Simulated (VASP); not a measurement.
# Au (Fm-3m) in VASP: single point with PBE

Aim: the single point of Au with PBE.

Everything below comes from runs of VASP 6.6.1. Logs are shortened: lines on timing, memory, paths and dates and some standing lists are left out, and cuts for length are marked.

### 1 The cell of the first run

Symmetry: Fm-3m, No. 225, cubic system. The conventional cell has a = 3.536 Å, b = 3.536 Å, c = 3.536 Å, α = 90.00°, β = 90.00°, γ = 90.00°. Au (site symmetry m-3m) has 12 Au at 2.50 Å within 3.3 Å.

### 2 Single point, PBE (11.05 Å³/atom)

INCAR

```
ALGO = Normal
EDIFF = 1E-6
ENCUT = 500
GGA = PE
GGA_COMPAT = F
ISIF = 2
ISMEAR = -1
LASPH = T
LCHARG = F
LREAL = F
LWAVE = F
NBANDS = 12
NELM = 120
PREC = Accurate
SIGMA = 0.1
```

KPOINTS

```
k-points
0
Gamma
  19 19 19
```

POSCAR

```
Au
1.0
    0.0000000000      1.7679344453      1.7679344453
    1.7679344453      0.0000000000      1.7679344453
    1.7679344453      1.7679344453      0.0000000000
Au
1
Direct
    0.0000000000      0.0000000000      0.0000000000
```

Potentials or basis: VASP PAW PBE potentials, release 64 (Au).

Started as:

```console
$ cat potpaw_PBE.64/Au/POTCAR > POTCAR
$ mpirun -np 1 vasp_std > vasp.out
```

OUTCAR:

```text
EDIFF = 1E-6
   ENCUT = 500
   GGA = PE
   ISIF = 2
   ISMEAR = -1
   LASPH = T
   LREAL = F
   NELM = 120
   PREC = Accurate

 ion  position               nearest neighbor table
   1  0.000  0.000  0.000-

  LATTYP: Found a face centered cubic cell.
 ALAT       =     3.5358688906

  Lattice vectors:

 A1 = (   0.0000000000,   1.7679344453,   1.7679344453)
 A2 = (   1.7679344453,   0.0000000000,   1.7679344453)
 A3 = (   1.7679344453,   1.7679344453,   0.0000000000)

Analysis of symmetry for initial positions (statically):
=====================================================================
 Subroutine PRICEL returns:
 Original cell was already a primitive cell.

 Routine SETGRP: Setting up the symmetry group for a
 face centered cubic supercell.

 Subroutine GETGRP returns: Found 48 space group operations
 (whereof 48 operations were pure point group operations)
 out of a pool of 48 trial point group operations.

The static configuration has the point symmetry O_h .

Analysis of symmetry for dynamics (positions and initial velocities):
=====================================================================
 Subroutine PRICEL returns:
 Original cell was already a primitive cell.

 Routine SETGRP: Setting up the symmetry group for a
 face centered cubic supercell.

 Subroutine GETGRP returns: Found 48 space group operations
 (whereof 48 operations were pure point group operations)
 out of a pool of 48 trial point group operations.

The dynamic configuration has the point symmetry O_h .

 Subroutine INISYM returns: Found 48 space group operations
 (whereof 48 operations are pure point group operations),
 and found     1 'primitive' translations

----------------------------------------------------------------------------------------

                                     Primitive cell

  volume of cell :      11.0517

  direct lattice vectors                    reciprocal lattice vectors
     0.000000000  1.767934445  1.767934445    -0.282815916  0.282815916  0.282815916
     1.767934445  0.000000000  1.767934445     0.282815916 -0.282815916  0.282815916
     1.767934445  1.767934445  0.000000000     0.282815916  0.282815916 -0.282815916

  length of vectors
     2.500236870  2.500236870  2.500236870     0.489851536  0.489851536  0.489851536

  position of ions in fractional coordinates (direct lattice)
     0.000000000  0.000000000  0.000000000

  ion indices of the primitive-cell ions
   primitive index   ion index
                 1           1

----------------------------------------------------------------------------------------

 KPOINTS: k-points

Automatic generation of k-mesh.
 Grid dimensions read from file:
 generate k-points for:   19   19   19

 Generating k-lattice:

  Cartesian coordinates                     Fractional coordinates (reciprocal lattice)
    -0.014885048  0.014885048  0.014885048     0.052631579  0.000000000  0.000000000
     0.014885048 -0.014885048  0.014885048     0.000000000  0.052631579  0.000000000
     0.014885048  0.014885048 -0.014885048     0.000000000  0.000000000  0.052631579

  Length of vectors
     0.025781660  0.025781660  0.025781660

  Shift w.r.t. Gamma in fractional coordinates (k-lattice)
     0.000000000  0.000000000  0.000000000

 Subroutine IBZKPT returns following result:
 ===========================================

 Found    220 irreducible k-points:

 Following reciprocal coordinates:
            Coordinates               Weight
  0.000000  0.000000  0.000000      1.000000
  0.052632  0.000000  0.000000      8.000000
  0.105263  0.000000  0.000000      8.000000
  0.157895  0.000000  0.000000      8.000000
  0.210526  0.000000  0.000000      8.000000
  0.263158  0.000000  0.000000      8.000000
[... 16 lines left out ...]
 -0.315789  0.052632  0.000000     24.000000
 -0.263158  0.052632  0.000000     24.000000
 [... further k-points ...]
   k-points           NKPTS =    220   k-points in BZ     NKDIM =    220   number of bands    NBANDS=     12
   number of dos      NEDOS =    301   number of ions     NIONS =      1
   total plane-waves  NPLWV =   5832
   dimension x,y,z NGX =    18 NGY =   18 NGZ =   18
   dimension x,y,z NGXF=    36 NGYF=   36 NGZF=   36
   ions per type =               1
   NGX,Y,Z   is equivalent  to a cutoff of  11.97, 11.97, 11.97 a.u.
   NGXF,Y,Z  is equivalent  to a cutoff of  23.94, 23.94, 23.94 a.u.
 SYSTEM =  unknown system
   PREC   = accura    normal or accurate (medium, high low for compatibility)
   ISTART =      0    job   : 0-new  1-cont  2-samecut
   ICHARG =      2    charge: 1-file 2-atom 10-const
   ISPIN  =      1    spin polarized calculation?
   LNONCOLLINEAR =      F non collinear calculations
   LSORBIT =      F    spin-orbit coupling
   LASPH  =      T    aspherical Exc in radial PAW
   ENCUT  =  500.0 eV  36.75 Ry    6.06 a.u.   4.56  4.56  4.56*2*pi/ulx,y,z
   NELM   =    120;   NELMIN=  2; NELMDL= -5     # of ELM steps
   EDIFF  = 0.1E-05   stopping-criterion for ELM
   LREAL  =      F    real-space projection
   EDIFFG = 0.1E-04   stopping-criterion for IOM
   NSW    =      0    number of steps for IOM
   IBRION =     -1    ionic relax: 0-MD 1-quasi-New 2-CG
   NFREE  =      0    steps in history (QN), initial steepest desc. (CG)
   ISIF   =      2    stress and relaxation
   ISYM   =      2    0-nonsym 1-usesym 2-fastsym
   POTIM  = 0.5000    time-step for ionic-motion
   TEBEG  =    0.0;   TEEND  =   0.0 temperature during run
   PSTRESS=    0.0 pullay stress
   NELECT =      11.0000    total number of electrons
   NUPDOWN=      -1.0000    fix difference up-down
   EMIN   =  10.00;   EMAX   =-10.00  energy-range for DOS
   EFERMI =   0.00;   METHOD = LEGACY
   ISMEAR =    -1;   SIGMA  =   0.10  broadening in eV -4-tet -1-fermi 0-gaus
   EFERMI_NEDOS =   21; number of points for ismear=-14 and -15
   IALGO  =     38    algorithm
   IMIX   =      4    mixing-type and parameters
     AMIX     =   0.40;   BMIX     =  1.00
     AMIX_MAG =   1.60;   BMIX_MAG =  1.00
  volume/ion in A,a.u.               =      11.05        74.58
  Fermi-wavevector in a.u.,A,eV,Ry     =   1.634543  3.088838 36.351086  2.671729
  Thomas-Fermi vector in A             =   2.726164
   LORBIT       =      0    0 simple, 1 ext, 2 COOP (PROOUT), +10 PAW based schemes
   GGA     = PE    functional components
   LHFCALC =     F    Hartree Fock is set to
   AEXX    =    0.0000 exact exchange contribution
   IVDW    =     0    specifies the selected vdW correction
   LEPSILON=     F    determine dielectric tensor
   LRPA    =     F    only Hartree local field effects (RPA)
 non-spin polarized calculation
  energy-cutoff  :      500.00
  volume of cell :       11.05
 maximum number of plane-waves:       295
   NGX =  9   NGY =  9   NGZ =  9

 number of electron      11.0000001 magnetization

 Free energy of the ion-electron system (eV)
  ---------------------------------------------------
  ext. energy  EPLUGINS =         0.00000000
  ---------------------------------------------------
  free energy    TOTEN  =         0.22400239 eV

  energy without entropy =        0.22891404  energy(sigma->0) =        0.22645821

 E-fermi :  19.0437     XC(G=0): -15.4473

 val. band max:       18.9189127259   @ k =  -0.4737   0.1053   0.0000
 cond. band min:      19.2679280073   @ k =  -0.3684   0.1579   0.0526
 fundamental gap:      0.3490152813
 Fermi energy:        19.0437281625

 k-point     1 :       0.0000    0.0000    0.0000
  band No.  band energies     occupation
      1       3.2804      2.00000
      2      10.7795      2.00000
      3      10.7795      2.00000
      4      10.7795      2.00000
      5      13.9583      2.00000
      6      13.9583      2.00000
      7      31.3785      0.00000
      8      38.0345      0.00000
      9      38.0345      0.00000
     10      38.0345      0.00000
     11      44.6166      0.00000
     12      54.9015      0.00000

 k-point     2 :       0.0526    0.0000    0.0000
  band No.  band energies     occupation
      1       3.4300      2.00000
      2      10.7027      2.00000
      3      10.8440      2.00000
      4      10.8440      2.00000
      5      13.9150      2.00000
      6      13.9150      2.00000
      7      31.6413      0.00000
      8      37.3537      0.00000
      9      38.2899      0.00000
     10      38.2899      0.00000
     11      45.4809      0.00000
     12      54.3090      0.00000

 k-point     3 :       0.1053    0.0000    0.0000
  band No.  band energies     occupation
      1       3.8622      2.00000
      2      10.5066      2.00000
      3      11.0157      2.00000
      4      11.0157      2.00000
      5      13.8168      2.00000
      6      13.8168      2.00000
      7      32.3722      0.00000
      8      35.9327      0.00000
      9      39.0388      0.00000
     10      39.0388      0.00000
     11      47.2800      0.00000
     12      51.9548      0.00000

 k-point     4 :       0.1579    0.0000    0.0000
  band No.  band energies     occupation
      1       4.5182      2.00000
      2      10.2926      2.00000
      3      11.2192      2.00000
      4      11.2192      2.00000
      5      13.7610      2.00000
      6      13.7610      2.00000
      7      33.2854      0.00000
      8      34.5150      0.00000
      9      40.2335      0.00000
     10      40.2335      0.00000
     11      47.3431      0.00000
     12      50.9408      0.00000

 k-point     5 :       0.2105    0.0000    0.0000
  band No.  band energies     occupation
      1       5.2685      2.00000
      2      10.2330      2.00000
      3      11.3292      2.00000
      4      11.3292      2.00000
      5      13.8954      2.00000
      6      13.8954      2.00000
      7      32.6255      0.00000
      8      34.6832      0.00000
      9      41.8030      0.00000
     10      41.8030      0.00000
     11      45.1647      0.00000
     12      48.1275      0.00000
[... 228 lines left out ...]
      1       6.2993      2.00000
      2      10.6041      2.00000
      3      10.7821      2.00000
      4      14.1044      2.00000
      5      16.0519      2.00000
      6      17.1783      2.00000
      7      25.9359      0.00000
      8      31.5623      0.00000
      9      38.4405      0.00000
     10      39.3955      0.00000
     11      49.2222      0.00000
     12      51.0922      0.00000

 k-point    22 :      -0.3684    0.0526    0.0000
  band No.  band energies     occupation
      1       6.3604      2.00000
      2      10.7612      2.00000
      3      10.9084      2.00000
      4      12.9502      2.00000
      5      15.4377      2.00000
      6      16.5328      2.00000
      7      27.6165      0.00000
      8      32.3177      0.00000
      9      39.2998      0.00000
     10      40.9126      0.00000
     11      46.8585      0.00000
     12      49.0801      0.00000

 k-point    23 :      -0.3158    0.0526    0.0000
  band No.  band energies     occupation
      1       6.3664      2.00000
      2      10.9572      2.00000
      3      11.0980      2.00000
      4      11.6602      2.00000
      5      14.7180      2.00000
      6      15.8068      2.00000
      7      29.3660      0.00000
      8      33.5442      0.00000
      9      40.6219      0.00000
     10      42.9783      0.00000
     11      44.5177      0.00000
     12      47.2832      0.00000

 k-point    24 :      -0.2632    0.0526    0.0000
  band No.  band energies     occupation
      1       6.1642      2.00000
      2      10.5914      2.00000
      3      11.2267      2.00000
      4      11.3020      2.00000
      5      14.0354      2.00000
      6      15.0944      2.00000
      7      30.9141      0.00000
      8      34.7844      0.00000
      9      41.9513      0.00000
     10      42.6841      0.00000
     11      45.0225      0.00000
     12      45.8860      0.00000

 [... further k-points ...]

------------------------ aborting loop because EDIFF is reached ----------------------------------------

  FORCE on cell =-STRESS in cart. coord.  units (eV):
  Direction    XX          YY          ZZ          XY          YZ          ZX
  --------------------------------------------------------------------------------------
  -------------------------------------------------------------------------------------
  Total       18.5812678     18.5812678     18.5812678     -0.0000000      0.0000000      0.0000000
  in kB     2693.7510446   2693.7510446   2693.7510446     -0.0000000      0.0000000      0.0000000
  external PRESSURE =    2693.7510446 kB  Pullay stress =       0.0000000 kB

 VOLUME and BASIS-vectors are now :
 -----------------------------------------------------------------------------
  energy-cutoff  :      500.00
  volume of cell :       11.05
      direct lattice vectors                 reciprocal lattice vectors
     0.000000000  1.767934445  1.767934445    -0.282815916  0.282815916  0.282815916
     1.767934445  0.000000000  1.767934445     0.282815916 -0.282815916  0.282815916
     1.767934445  1.767934445  0.000000000     0.282815916  0.282815916 -0.282815916

 POSITION                                       TOTAL-FORCE (eV/Angst)
 -----------------------------------------------------------------------------------
      0.00000      0.00000      0.00000        -0.000000      0.000000      0.000000
 -----------------------------------------------------------------------------------
    total drift:                               -0.000000     -0.000000     -0.000000

  FREE ENERGIE OF THE ION-ELECTRON SYSTEM (eV)
  ---------------------------------------------------
  free  energy   TOTEN  =         0.2240023859 eV

  energy  without entropy=        0.2289140424  energy(sigma->0) =        0.22645821
```

Wall time 9.2 s (1 thread of Intel Xeon 6975P-C (Granite Rapids), shared host); peak memory 0.14 GiB.

Results:

* Free energy: 0.2240 eV
* Pressure: 269.4 GPa
* Band gap on the k mesh: zero (an odd number of electrons rules out a gap without spin polarisation)

Caveat: the cell stands under pressure; spin-orbit coupling is left out, which moves the levels of the heavy elements.
